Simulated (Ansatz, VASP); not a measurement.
## One calculation of Ge, two programs

INCAR

```
SYSTEM = Ge
  ALGO = Normal
  EDIFF = 1E-6
  ENCUT = 520
  GGA = CA
  ISIF = 2
  ISMEAR = -1
  LASPH = .TRUE.
  LCHARG = .FALSE.
  LREAL = .FALSE.
  LWAVE = .FALSE.
  NBANDS = 21
  NELM = 60
  PREC = Accurate
  SIGMA = 0.1
```

File KPOINTS:

```
k-points
0
G
  11 11 6
  0 0 0
```

Contents of POSCAR:

```
Ge
1.0
    1.5076348903     -2.6288345735      0.0000000000
    1.5076348903      2.6288345735      0.0000000000
    0.0000000000      0.0000000000      4.7898083449
Ge
2
Direct
    0.6665530000      0.3334470000      0.2500000000
    0.3334470000      0.6665530000      0.7500000000
```

Input for Ansatz:

```yaml
crystal:
  lattice:
    - [1.5076348903328263, -2.6288345734981755, 0.0]
    - [1.5076348903328263, 2.6288345734981755, 0.0]
    - [0.0, 0.0, 4.789808344862655]
  atoms:
    - { symbol: Ge, position: [0.666553, 0.333447, 0.25] }
    - { symbol: Ge, position: [0.333447, 0.666553, 0.75] }
basis:
  ecutwfc: 500.0
kpoints:
  mp_grid:
    grid: [11, 11, 6]
hamiltonian:
  xc: lda
scf:
  convergence:
    dr2_threshold: 1.0e-10
  occupations:
    method: fermi_dirac
    width: 0.1
output:
  stress: true
```

Alike in both runs: task single point; functional LDA; k mesh 11 × 11 × 6; occupations fermi-dirac, width 0.1 eV; no spin polarisation.

|  | VASP | Ansatz |
| --- | --- | --- |
| version | VASP 6.6.1 | Ansatz 0.2.0 |
| potentials or method | VASP PAW LDA potentials, release 64 (Ge_d), cutoff 520 eV | plane waves, PAW |
| valence electrons in the cell | 28 | 28 |

|  | VASP | Ansatz | Ansatz less VASP |
| --- | --- | --- | --- |
| pressure (GPa) | -3.8 | -3.7 | +0.10 |
| traceless stress, the component that is largest in VASP (GPa) | 3.71 | 3.70 | -0.009 |

LDA's correlation is that of Perdew and Zunger in VASP and of Perdew and Wang (1992) in Ansatz.
